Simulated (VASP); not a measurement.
A run of VASP 6.6.1 is set up as follows.

INCAR

```
PREC = Accurate ; ENCUT = 600
EDIFF = 1E-6 ; ISMEAR = -1
SIGMA = 0.08 ; LREAL = F
LASPH = T ; NELM = 120
ALGO = Normal ; ISIF = 2
LWAVE = F ; LCHARG = T
GGA = CA ; LELF = T
LVHAR = T ; NBANDS = 11
GGA_COMPAT = F
```

File KPOINTS:

```
regular mesh
0
Gamma
  17 17 17
```

The input POSCAR:

```
BeS
1.0
    0.0000000000      1.8079342081      1.8079342081
    1.8079342081      0.0000000000      1.8079342081
    1.8079342081      1.8079342081      0.0000000000
Be S
1 1
Direct
    0.0000000000      0.0000000000      0.0000000000
    0.5000000000      0.5000000000      0.5000000000
```

Potentials or basis: VASP PAW LDA potentials, release 64 (Be, S).

The run is started by

```sh
$ cat potpaw_LDA.64/Be/POTCAR potpaw_LDA.64/S/POTCAR > POTCAR
$ mpirun -np 1 vasp_std > vasp.out
```

(1) Predict the pressure.

(2) Predict the band gap on the k mesh.

## Answers

(1) 288.0 GPa.

(2) zero (band 4 reaches 19.81 eV, above the bottom of band 5 at 18.41 eV).
